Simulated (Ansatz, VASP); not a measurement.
Two plane-wave programs on BN

```
B N
1.0
     0.00000    1.80750    1.80750
     1.80750    0.00000    1.80750
     1.80750    1.80750    0.00000
B N
1 1
Direct
  0.00000 0.00000 0.00000
  0.25000 0.25000 0.25000
```

Alike in both runs: task single point; functional PBEsol; k mesh 4 × 4 × 4; no spin polarisation.

|  | VASP | Ansatz |
| --- | --- | --- |
| version | VASP 6.6.1 | Ansatz 0.2.0 |
| potentials or method | VASP PAW PBE potentials, release 64 (B, N) | plane waves, PAW |
| plane-wave cutoff (eV) | 520 | 420 |
| occupations | gaussian, width 0.01 eV | fixed |
| valence electrons in the cell | 8 | 8 |

|  | VASP | Ansatz | Ansatz less VASP |
| --- | --- | --- | --- |
| gap on the k mesh at the Fermi level (eV) | 4.25 | 4.26 | +0.013 |

VASP's potentials were made for PBE, not for PBEsol.

The k mesh is coarse, so the values compare programs but aren't converged.
